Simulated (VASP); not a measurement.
Tl, 1 atom in the cell. The structure is cubic, space group Im-3m (No. 229). Conventional cell: a = 3.882 Å, b = 3.882 Å, c = 3.882 Å, α = 90.00°, β = 90.00°, γ = 90.00°. Tl (site symmetry m-3m) has 14 Tl at 3.36 to 3.88 Å within 4.4 Å. 

```yaml
Program: VASP 6.6.1
Task: single point
Functional: r2SCAN
Potentials_or_basis: VASP PAW PBE potentials, release 64 (Tl_d)
Cutoff: 520 eV
k_mesh: 20 × 20 × 20
Occupations: gaussian, width 0.15 eV
Spin: no spin polarisation
Dipole_correction: no
Further_INCAR_settings: ALGO = Normal; EDIFF = 1e-06; NBANDS = 12
```

Potentials or basis: VASP PAW PBE potentials, release 64 (Tl_d).

The run is started by

```sh
$ cat potpaw_PBE.64/Tl_d/POTCAR > POTCAR
$ cp INCAR.step1 INCAR
$ mpirun -np 1 vasp_std > vasp.out
$ cp INCAR.step2 INCAR
$ mpirun -np 1 vasp_std > vasp.out
```

Hardware: 1 thread of AMD EPYC 9R45 96-Core Processor (Zen 5), with other jobs on the host.

Q: How long does it take, and how much memory?

A: It took 2.9 min on 1 thread of AMD EPYC 9R45 96-Core Processor (Zen 5), with other jobs on the host, peak memory 0.2 GiB. Counts: k points 256.
